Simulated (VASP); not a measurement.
# HfB2 (P6/mmm) in VASP: a series of runs

HfB2 is run at these levels: PBE; tasks: single point.

Program: VASP 6.6.1. These are calculated values, not measurements. Logs are shortened: lines on timing, memory, paths and dates and some standing lists are left out, and cuts for length are marked.

## (1) The cell of the first run

It takes space group P6/mmm (No. 191, hexagonal). The conventional cell has a = 3.127 Å, b = 3.127 Å, c = 3.461 Å, α = 90.00°, β = 90.00°, γ = 120.00°. Within 3.3 Å of Hf (site symmetry 6/mmm) lie 12 B at 2.50 Å and 6 Hf at 3.13 Å. B (site symmetry -6m2) has 3 B at 1.81 Å within 2.4 Å.

## (2) Single point, PBE

INCAR reads:

```
SYSTEM = HfB2
PREC = Accurate
ENCUT = 500
EDIFF = 1E-6
ISMEAR = -1
SIGMA = 0.15
LREAL = .FALSE.
LASPH = .TRUE.
NELM = 120
ALGO = Normal
ISIF = 2
LWAVE = .FALSE.
LCHARG = .TRUE.
GGA = PE
LELF = .TRUE.
LVHAR = .TRUE.
NBANDS = 15
GGA_COMPAT = .FALSE.
```

KPOINTS reads:

```
regular mesh
0
G
  11 11 9
  0 0 0
```

POSCAR reads:

```
HfB2
1.0
    3.1266729451      0.0000000000      0.0000000000
   -1.5633364726      2.7077781998      0.0000000000
    0.0000000000      0.0000000000      3.4612483145
Hf B
1 2
Direct
    0.0000000000      0.0000000000      0.0000000000
    0.3333333333      0.6666666667      0.5000000000
    0.6666666667      0.3333333333      0.5000000000
```

Potentials or basis: VASP PAW PBE potentials, release 64 (Hf_pv, B).

Started as:

```
cat potpaw_PBE.64/Hf_pv/POTCAR potpaw_PBE.64/B/POTCAR > POTCAR
mpirun -np 1 vasp_std > vasp.out
```

OUTCAR:

```text
SYSTEM = HfB2
   PREC = Accurate
   ENCUT = 500
   EDIFF = 1E-6
   ISMEAR = -1
   LREAL = .FALSE.
   LASPH = .TRUE.
   NELM = 120
   ISIF = 2
   GGA = PE

 ion  position               nearest neighbor table
   1  0.000  0.000  0.000-   2 2.50   3 2.50   2 2.50   3 2.50   3 2.50   3 2.50   2 2.50   2 2.50
                             3 2.50   3 2.50   2 2.50   2 2.50
   2  0.333  0.667  0.500-   3 1.81   3 1.81   3 1.81   1 2.50   1 2.50   1 2.50   1 2.50   1 2.50
                             1 2.50
   3  0.667  0.333  0.500-   2 1.81   2 1.81   2 1.81   1 2.50   1 2.50   1 2.50   1 2.50   1 2.50
                             1 2.50

  LATTYP: Found a hexagonal cell.
 ALAT       =     3.1266729451
 C/A-ratio  =     1.1070068329

  Lattice vectors:

 A1 = (   3.1266729451,   0.0000000000,   0.0000000000)
 A2 = (  -1.5633364726,   2.7077781998,   0.0000000000)
 A3 = (   0.0000000000,   0.0000000000,   3.4612483145)

Analysis of symmetry for initial positions (statically):
=====================================================================
 Subroutine PRICEL returns:
 Original cell was already a primitive cell.

 Routine SETGRP: Setting up the symmetry group for a
 hexagonal supercell.

 Subroutine GETGRP returns: Found 24 space group operations
 (whereof 24 operations were pure point group operations)
 out of a pool of 24 trial point group operations.

The static configuration has the point symmetry D_6h.

Analysis of symmetry for dynamics (positions and initial velocities):
=====================================================================
 Subroutine PRICEL returns:
 Original cell was already a primitive cell.

 Routine SETGRP: Setting up the symmetry group for a
 hexagonal supercell.

 Subroutine GETGRP returns: Found 24 space group operations
 (whereof 24 operations were pure point group operations)
 out of a pool of 24 trial point group operations.

The dynamic configuration has the point symmetry D_6h.

 Subroutine INISYM returns: Found 24 space group operations
 (whereof 24 operations are pure point group operations),
 and found     1 'primitive' translations

----------------------------------------------------------------------------------------

                                     Primitive cell

  volume of cell :      29.3041

  direct lattice vectors                    reciprocal lattice vectors
     3.126672945  0.000000000  0.000000000     0.319828782  0.184653233  0.000000000
    -1.563336473  2.707778200  0.000000000     0.000000000  0.369306467  0.000000000
     0.000000000  0.000000000  3.461248315     0.000000000  0.000000000  0.288913106

  length of vectors
     3.126672945  3.126672945  3.461248315     0.369306467  0.369306467  0.288913106

  position of ions in fractional coordinates (direct lattice)
     0.000000000  0.000000000  0.000000000
     0.333333333  0.666666667  0.500000000
     0.666666667  0.333333333  0.500000000

  ion indices of the primitive-cell ions
   primitive index   ion index
                 1           1
                 2           2
                 3           3

----------------------------------------------------------------------------------------

 KPOINTS: regular mesh

Automatic generation of k-mesh.
 Grid dimensions read from file:
 generate k-points for:   11   11    9

 Generating k-lattice:

  Cartesian coordinates                     Fractional coordinates (reciprocal lattice)
     0.029075344  0.016786658  0.000000000     0.090909091  0.000000000  0.000000000
     0.000000000  0.033573315  0.000000000     0.000000000  0.090909091  0.000000000
     0.000000000  0.000000000  0.032101456     0.000000000  0.000000000  0.111111111

  Length of vectors
     0.033573315  0.033573315  0.032101456

  Shift w.r.t. Gamma in fractional coordinates (k-lattice)
     0.000000000  0.000000000  0.000000000

 Subroutine IBZKPT returns following result:
 ===========================================

 Found     80 irreducible k-points:

 Following reciprocal coordinates:
            Coordinates               Weight
  0.000000  0.000000  0.000000      1.000000
  0.090909 -0.000000  0.000000      6.000000
  0.181818 -0.000000  0.000000      6.000000
  0.272727  0.000000  0.000000      6.000000
  0.363636  0.000000  0.000000      6.000000
  0.454545  0.000000  0.000000      6.000000
[... 16 lines left out ...]
  0.090909  0.090909  0.111111     12.000000
  0.181818  0.090909  0.111111     24.000000
 [... further k-points ...]
   k-points           NKPTS =     80   k-points in BZ     NKDIM =     80   number of bands    NBANDS=     15
   number of dos      NEDOS =    301   number of ions     NIONS =      3
   total plane-waves  NPLWV =  16128
   dimension x,y,z NGX =    24 NGY =   24 NGZ =   28
   dimension x,y,z NGXF=    48 NGYF=   48 NGZF=   56
   ions per type =               1   2
   NGX,Y,Z   is equivalent  to a cutoff of  12.76, 12.76, 13.45 a.u.
   NGXF,Y,Z  is equivalent  to a cutoff of  25.52, 25.52, 26.90 a.u.
 SYSTEM =  HfB2
   PREC   = accura    normal or accurate (medium, high low for compatibility)
   ISTART =      0    job   : 0-new  1-cont  2-samecut
   ICHARG =      2    charge: 1-file 2-atom 10-const
   ISPIN  =      1    spin polarized calculation?
   LNONCOLLINEAR =      F non collinear calculations
   LSORBIT =      F    spin-orbit coupling
   LASPH  =      T    aspherical Exc in radial PAW
   ENCUT  =  500.0 eV  36.75 Ry    6.06 a.u.   5.70  5.70  6.31*2*pi/ulx,y,z
   NELM   =    120;   NELMIN=  2; NELMDL= -5     # of ELM steps
   EDIFF  = 0.1E-05   stopping-criterion for ELM
   LREAL  =      F    real-space projection
   EDIFFG = 0.1E-04   stopping-criterion for IOM
   NSW    =      0    number of steps for IOM
   IBRION =     -1    ionic relax: 0-MD 1-quasi-New 2-CG
   NFREE  =      0    steps in history (QN), initial steepest desc. (CG)
   ISIF   =      2    stress and relaxation
   ISYM   =      2    0-nonsym 1-usesym 2-fastsym
   POTIM  = 0.5000    time-step for ionic-motion
   TEBEG  =    0.0;   TEEND  =   0.0 temperature during run
   PSTRESS=    0.0 pullay stress
   NELECT =      16.0000    total number of electrons
   NUPDOWN=      -1.0000    fix difference up-down
   EMIN   =  10.00;   EMAX   =-10.00  energy-range for DOS
   EFERMI =   0.00;   METHOD = LEGACY
   ISMEAR =    -1;   SIGMA  =   0.15  broadening in eV -4-tet -1-fermi 0-gaus
   EFERMI_NEDOS =   21; number of points for ismear=-14 and -15
   IALGO  =     38    algorithm
   IMIX   =      4    mixing-type and parameters
     AMIX     =   0.40;   BMIX     =  1.00
     AMIX_MAG =   1.60;   BMIX_MAG =  1.00
  volume/ion in A,a.u.               =       9.77        65.92
  Fermi-wavevector in a.u.,A,eV,Ry     =   1.338049  2.528546 24.359537  1.790375
  Thomas-Fermi vector in A             =   2.466550
   LORBIT       =      0    0 simple, 1 ext, 2 COOP (PROOUT), +10 PAW based schemes
   GGA     = PE    functional components
   LHFCALC =     F    Hartree Fock is set to
   AEXX    =    0.0000 exact exchange contribution
   IVDW    =     0    specifies the selected vdW correction
   LEPSILON=     F    determine dielectric tensor
   LRPA    =     F    only Hartree local field effects (RPA)
 non-spin polarized calculation
  energy-cutoff  :      500.00
  volume of cell :       29.30
 maximum number of plane-waves:       758
 NGX is ok and might be reduce to    24
   NGX = 11   NGY = 11   NGZ = 13

 number of electron      15.9999999 magnetization

 Free energy of the ion-electron system (eV)
  ---------------------------------------------------
  ext. energy  EPLUGINS =         0.00000000
  ---------------------------------------------------
  free energy    TOTEN  =       -26.40415118 eV

  energy without entropy =      -26.38717705  energy(sigma->0) =      -26.39566411

 E-fermi :   7.7581     XC(G=0): -12.6624

 val. band max:        7.6004604321   @ k =   0.0000   0.0000   0.2222
 cond. band min:       7.7609165365   @ k =   0.2727   0.1818   0.0000
 fundamental gap:      0.1604561044
 Fermi energy:         7.7581420990

 k-point     1 :       0.0000    0.0000    0.0000
  band No.  band energies     occupation
      1     -22.8081      2.00000
      2     -22.2957      2.00000
      3     -22.2957      2.00000
      4      -6.0514      2.00000
      5       4.7475      2.00000
      6       4.8466      2.00000
      7       4.8466      2.00000
      8       5.0144      2.00000
      9      11.8760      0.00000
     10      11.8760      0.00000
     11      12.5274      0.00000
     12      12.5274      0.00000
     13      12.8247      0.00000
     14      12.8247      0.00000
     15      12.8607      0.00000

 k-point     2 :       0.0909   -0.0000    0.0000
  band No.  band energies     occupation
      1     -22.7972      2.00000
      2     -22.3633      2.00000
      3     -22.3107      2.00000
      4      -5.8705      2.00000
      5       4.3457      2.00000
      6       4.8376      2.00000
      7       4.8556      2.00000
      8       4.9276      2.00000
      9      11.2673      0.00000
     10      11.7490      0.00000
     11      11.7716      0.00000
     12      12.0961      0.00000
     13      13.4079      0.00000
     14      13.7975      0.00000
     15      14.1062      0.00000

 k-point     3 :       0.1818   -0.0000    0.0000
  band No.  band energies     occupation
      1     -22.7676      2.00000
      2     -22.5405      2.00000
      3     -22.3504      2.00000
      4      -5.3515      2.00000
      5       3.1889      2.00000
      6       4.4865      2.00000
      7       4.7757      2.00000
      8       5.3275      2.00000
      9      10.1326      0.00000
     10      11.4316      0.00000
     11      11.5257      0.00000
     12      12.1433      0.00000
     13      13.8811      0.00000
     14      14.8747      0.00000
     15      15.3518      0.00000

 k-point     4 :       0.2727    0.0000    0.0000
  band No.  band energies     occupation
      1     -22.7640      2.00000
      2     -22.7286      2.00000
      3     -22.4019      2.00000
      4      -4.5530      2.00000
      5       1.8139      2.00000
      6       4.0910      2.00000
      7       4.6301      2.00000
      8       5.4857      2.00000
      9      10.0013      0.00000
     10      11.0581      0.00000
     11      11.3332      0.00000
     12      11.9269      0.00000
     13      13.9649      0.00000
     14      15.8908      0.00000
     15      17.4356      0.00000
[... 307 lines left out ...]
 k-point    22 :       0.4545    0.0000    0.1111
  band No.  band energies     occupation
      1     -23.0705      2.00000
      2     -22.7007      2.00000
      3     -22.4728      2.00000
      4      -2.3222      2.00000
      5      -1.0079      2.00000
      6       3.8378      2.00000
      7       4.1025      2.00000
      8       4.8949      2.00000
      9       9.5549      0.00001
     10      11.0176      0.00000
     11      13.3126      0.00000
     12      13.5534      0.00000
     13      14.5951      0.00000
     14      15.8613      0.00000
     15      18.9999      0.00000

 k-point    23 :       0.0909    0.0909    0.1111
  band No.  band energies     occupation
      1     -22.8112      2.00000
      2     -22.4780      2.00000
      3     -22.3394      2.00000
      4      -5.3388      2.00000
      5       3.6095      2.00000
      6       3.6676      2.00000
      7       4.6665      2.00000
      8       6.1880      1.99994
      9       9.4693      0.00002
     10      10.8593      0.00000
     11      12.1357      0.00000
     12      13.0025      0.00000
     13      14.0689      0.00000
     14      14.1229      0.00000
     15      14.8706      0.00000

 k-point    24 :       0.1818    0.0909    0.1111
  band No.  band energies     occupation
      1     -22.7759      2.00000
      2     -22.6666      2.00000
      3     -22.3950      2.00000
      4      -4.7039      2.00000
      5       2.4551      2.00000
      6       3.6351      2.00000
      7       4.2691      2.00000
      8       6.3331      1.99985
      9       8.7601      0.00251
     10      11.2632      0.00000
     11      11.9557      0.00000
     12      12.8660      0.00000
     13      14.2692      0.00000
     14      14.8775      0.00000
     15      16.4600      0.00000

 [... further k-points ...]

------------------------ aborting loop because EDIFF is reached ----------------------------------------

  FORCE on cell =-STRESS in cart. coord.  units (eV):
  Direction    XX          YY          ZZ          XY          YZ          ZX
  --------------------------------------------------------------------------------------
  -------------------------------------------------------------------------------------
  Total        0.8353024      0.8353024      0.8971291     -0.0000000      0.0000000      0.0000000
  in kB       45.6694717     45.6694717     49.0497965     -0.0000000      0.0000000      0.0000000
  external PRESSURE =      46.7962467 kB  Pullay stress =       0.0000000 kB

 VOLUME and BASIS-vectors are now :
 -----------------------------------------------------------------------------
  energy-cutoff  :      500.00
  volume of cell :       29.30
      direct lattice vectors                 reciprocal lattice vectors
     3.126672945  0.000000000  0.000000000     0.319828782  0.184653233  0.000000000
    -1.563336473  2.707778200  0.000000000     0.000000000  0.369306467  0.000000000
     0.000000000  0.000000000  3.461248315     0.000000000  0.000000000  0.288913106

 POSITION                                       TOTAL-FORCE (eV/Angst)
 -----------------------------------------------------------------------------------
      0.00000      0.00000      0.00000         0.000000      0.000000      0.000000
     -0.00000      1.80519      1.73062        -0.000000      0.000000      0.000000
      1.56334      0.90259      1.73062         0.000000     -0.000000     -0.000000
 -----------------------------------------------------------------------------------
    total drift:                               -0.000000      0.000000      0.000000

  FREE ENERGIE OF THE ION-ELECTRON SYSTEM (eV)
  ---------------------------------------------------
  free  energy   TOTEN  =       -26.4041511796 eV

  energy  without entropy=      -26.3871770464  energy(sigma->0) =      -26.39566411
```

It took 10 s on 1 thread of Intel Xeon 6975P-C (Granite Rapids), shared host; peak memory 0.16 GiB.

What came out:

```yaml
Free_energy: -26.4042 eV
Pressure: 4.7 GPa
Band_gap_on_the_k_mesh: zero (bands 8 and 9 overlap by 1.31 eV)
```

Caveat: the cell stands under pressure; spin-orbit coupling is left out, which moves the levels of the heavy elements.

## (3) Single point, PBE

This run uses another cell than the first one, of 10.04 Å³/atom.

INCAR reads:

```
SYSTEM = HfB2
PREC     = Accurate       ! precision mode
ENCUT    = 500            ! plane-wave cutoff, eV
EDIFF    = 1E-6           ! SCF threshold, eV
ISMEAR   = -1             ! smearing method
SIGMA    = 0.15           ! smearing width, eV
LREAL    = .False.        ! projectors in reciprocal space
LASPH    = .True.         ! aspherical terms in the spheres
NELM     = 120            ! most SCF steps
ALGO     = Normal         ! electronic algorithm
ISIF     = 2              ! what is computed and relaxed
LWAVE    = .False.        ! write WAVECAR
LCHARG   = .False.        ! write CHGCAR
GGA      = PE             ! functional
NBANDS   = 15             ! bands
GGA_COMPAT= .False.
```

KPOINTS reads:

```
Automatic mesh
0
Gamma
  11 11 9
  0 0 0
```

POSCAR reads:

```
HfB2
1.0
    3.1529579466      0.0000000000      0.0000000000
   -1.5764789733      2.7305416788      0.0000000000
    0.0000000000      0.0000000000      3.4988381645
Hf B
1 2
Direct
    0.0000000000      0.0000000000      0.0000000000
    0.3333333333      0.6666666667      0.5000000000
    0.6666666667      0.3333333333      0.5000000000
```

Potentials or basis: VASP PAW PBE potentials, release 64 (Hf_pv, B).

Started as:

```
cat potpaw_PBE.64/Hf_pv/POTCAR potpaw_PBE.64/B/POTCAR > POTCAR
mpirun -np 1 vasp_std > vasp.out
```

It took 10 s on 1 thread of Intel Xeon 6975P-C (Granite Rapids), shared host; peak memory 0.16 GiB.

The run converged. Its results:

| Item | Value |
| --- | --- |
| Free energy | -26.4101 eV |
| Pressure | -2.4 GPa |
| Band gap on the k mesh | zero (bands 8 and 9 overlap by 1.29 eV) |

Stress tensor (GPa, compression positive):
```
-2.45  0.00  0.00
 0.00 -2.45  0.00
 0.00  0.00 -2.22
```

Levels at points of the mesh, in eV from the Fermi level:
| k point | band 5 | band 6 | band 7 | band 8 | band 9 | band 10 | band 11 | band 12 |
| --- | --- | --- | --- | --- | --- | --- | --- | --- |
| (0.00, 0.00, 0.00) | -2.96 | -2.84 | -2.84 | -2.77 | 3.98 | 3.98 | 4.60 | 4.60 |

Caveat: spin-orbit coupling is left out, which moves the levels of the heavy elements.

The gap in the log of VASP goes by the Fermi energy; the results here count the filled bands.